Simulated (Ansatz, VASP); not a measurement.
## VAu in VASP and in Ansatz

```
Au V
1.0
     1.43806    0.83027    4.70152
    -1.43806    0.83027    4.70152
     0.00000   -1.66053    4.70152
Au V
1 1
Direct
  0.00000 0.00000 0.00000
  0.50000 0.50000 0.50000
```

Alike in both runs: task single point; functional PBE; k mesh 11 × 11 × 11; occupations fermi-dirac, width 0.05 eV; collinear spin.

|  | VASP | Ansatz |
| --- | --- | --- |
| version | VASP 6.6.1 | Ansatz 0.2.0 |
| potentials or method | VASP PAW PBE potentials, release 64 (Au, V_sv) | Ansatz PAW |
| plane-wave cutoff (eV) | 520 | 420 |
| valence electrons in the cell | 24 | 32 |

```csv
,VASP,Ansatz,Ansatz less VASP
gap on the k mesh at the Fermi level (eV),none,none,-
pressure (GPa),-9.9,-9.8,+0.06
"traceless stress, the component that is largest in VASP (GPa)",1.10,1.08,-0.027
net moment per atom (μB),0.00,0.00,0.000
```

A gap of «none» marks a metal or a gap that the smearing closes. VASP's potentials hold 24 valence electrons a cell and Ansatz's 32, so a difference there can come from the potentials and not from the codes.

Spin-orbit coupling is off throughout.
